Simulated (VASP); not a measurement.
A run of VASP 6.6.1:

The input INCAR:

```
SYSTEM = HfO2
ALGO = Normal ; EDIFF = 1E-6
ENCUT = 600 ; GGA = PE
GGA_COMPAT = .FALSE. ; ISIF = 2
ISMEAR = 0 ; LASPH = .TRUE.
LCHARG = .FALSE. ; LREAL = .FALSE.
LWAVE = .FALSE. ; NBANDS = 18
NELM = 120 ; PREC = Accurate
SIGMA = 0.02
```

KPOINTS

```
k-points
0
G
  12 12 12
  0 0 0
```

Contents of POSCAR:

```
HfO2
1.0
    0.0000000000      2.5488071064      2.5488071064
    2.5488071064      0.0000000000      2.5488071064
    2.5488071064      2.5488071064      0.0000000000
Hf O
1 2
Direct
    0.0000000000      0.0000000000      0.0000000000
    0.2500000000      0.2500000000      0.2500000000
    0.7500000000      0.7500000000      0.7500000000
```

Potentials or basis: VASP PAW PBE potentials, release 64 (Hf_pv, O).

Command:

```sh
$ cat potpaw_PBE.64/Hf_pv/POTCAR potpaw_PBE.64/O/POTCAR > POTCAR
$ mpirun -np 1 vasp_std > vasp.out
```

Hardware: 1 thread of AMD EPYC 7R43 64-Core Processor (Zen 3), on a shared host.

How long does it take, and how much memory?

It took 80 s on 1 thread of AMD EPYC 7R43 64-Core Processor (Zen 3), on a shared host, peak memory 0.17 GiB. Counts: scf iterations 13, k points 72.
